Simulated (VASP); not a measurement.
A run of VASP 6.6.1:

INCAR

```
SYSTEM = Mg2Ti3O3
ALGO = Normal ; EDIFF = 1E-6
ENCUT = 520 ; GGA = PE
ISIF = 2 ; ISMEAR = 0
ISPIN = 2 ; LASPH = .TRUE.
LCHARG = .FALSE. ; LMAXMIX = 4
LORBIT = 11 ; LREAL = .FALSE.
LWAVE = .FALSE. ; MAGMOM = 0 0 1 1 1 0 0 0
NBANDS = 43 ; NELM = 150
PREC = Accurate ; SIGMA = 0.2
```

Contents of KPOINTS:

```
k-points
0
G
  4 4 2
  0 0 0
```

The input POSCAR:

```
Mg2Ti3O3
1.0
    3.2454910296      0.0000000000      0.0000000000
    0.0000000000      3.2454910296      0.0000000000
    0.0000000000      0.0000000000      9.4486270886
Mg Ti O
2 3 3
Direct
    0.5000000000      0.5000000000      0.5000000000
    0.0000000000      0.0000000000      0.0000000000
    0.0000000000      0.0000000000      0.2682600547
    0.0000000000      0.0000000000      0.7317399453
    0.5000000000      0.5000000000      0.0000000000
    0.5000000000      0.5000000000      0.2907375093
    0.5000000000      0.5000000000      0.7092624907
    0.0000000000      0.0000000000      0.5000000000
```

Potentials or basis: VASP PAW PBE potentials, release 64 (Mg, Ti_sv, O).

Run with:

```console
$ cat potpaw_PBE.64/Mg/POTCAR potpaw_PBE.64/Ti_sv/POTCAR potpaw_PBE.64/O/POTCAR > POTCAR
$ mpirun -np 1 vasp_std > vasp.out
```

Hardware: 1 thread of Intel(R) Xeon(R) 6975P-C (Granite Rapids), with other jobs on the host.

Q: How long does it take, and how much memory?

A: Wall time 74 s on 1 thread of Intel(R) Xeon(R) 6975P-C (Granite Rapids), on a shared host, peak memory 0.26 GiB. Counts: scf iterations 23, k points 12.
